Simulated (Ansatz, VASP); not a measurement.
# One calculation of CsCdCl3, two programs

The input INCAR:

```
SYSTEM = CsCdCl3
  PREC = Accurate
  ENCUT = 520
  EDIFF = 1E-6
  ISMEAR = 0
  SIGMA = 0.05
  LREAL = .FALSE.
  LASPH = .TRUE.
  NELM = 100
  ALGO = Normal
  ISIF = 2
  LWAVE = .FALSE.
  LCHARG = .FALSE.
  NBANDS = 29
```

Contents of KPOINTS:

```
regular mesh
0
G
  6 6 6
  0 0 0
```

POSCAR

```
CsCdCl3
1.0
    5.2000000000      0.0000000000      0.0000000000
    0.0000000000      5.2000000000      0.0000000000
    0.0000000000      0.0000000000      5.2000000000
Cs Cd Cl
1 1 3
Direct
    0.0000000000      0.0000000000      0.0000000000
    0.5000000000      0.5000000000      0.5000000000
   -0.0096153846      0.5000000000      0.5000000000
    0.4903846154      0.0000000000      0.5000000000
    0.4903846154      0.5000000000      0.0000000000
```

Input for Ansatz:

```yaml
crystal:
  lattice:
    - [5.2, 0.0, 0.0]
    - [0.0, 5.2, 0.0]
    - [0.0, 0.0, 5.2]
  atoms:
    - { symbol: Cs, position: [0.0, 0.0, 0.0] }
    - { symbol: Cd, position: [0.5, 0.5, 0.5] }
    - { symbol: Cl, position: [-0.0096153846, 0.5, 0.5] }
    - { symbol: Cl, position: [0.4903846154, 0.0, 0.5] }
    - { symbol: Cl, position: [0.4903846154, 0.5, 0.0] }
basis:
  ecutwfc: 420
kpoints:
  mp_grid: { grid: [6, 6, 6] }
hamiltonian:
  xc: lda
scf:
  occupations: { method: gaussian, width: 0.05 }
output:
  forces: true
  stress: true
  eigenvalues: true
```

Change from the starting cell: all Cl atoms moved -0.050 Å, as atom 3 along Cartesian [1 0 0].

Alike in both runs: task single point; functional LDA; k mesh 6 × 6 × 6; occupations gaussian, width 0.05 eV; no spin polarisation.

```csv
,VASP,Ansatz
version,VASP 6.6.1,Ansatz 0.2.0
potentials or method,"VASP PAW LDA potentials, release 64 (Cs_sv, Cd, Cl), cutoff 520 eV","scalar-relativistic, plane waves, PAW"
valence electrons in the cell,42,50
```

|  | VASP | Ansatz | Ansatz less VASP |
| --- | --- | --- | --- |
| gap on the k mesh at the Fermi level (eV) | 1.54 | 1.52 | -0.027 |
| least direct gap on the mesh (eV) | 2.12 | 2.10 | -0.021 |
| pressure (GPa) | -1.7 | -1.9 | -0.21 |
| traceless stress, the component that is largest in VASP (GPa) | 0.07 | 0.07 | -0.003 |
| rms of the force components (eV/Å) | 0.064 | 0.059 | -0.0051 |

LDA's correlation is that of Perdew and Zunger in VASP and of Perdew and Wang (1992) in Ansatz. Atom by atom the forces differ by 0.005 eV/Å (rms over components). VASP's potentials hold 42 valence electrons a cell and Ansatz's 50, so a difference there can come from the potentials and not from the codes.

Spin-orbit coupling is off throughout.
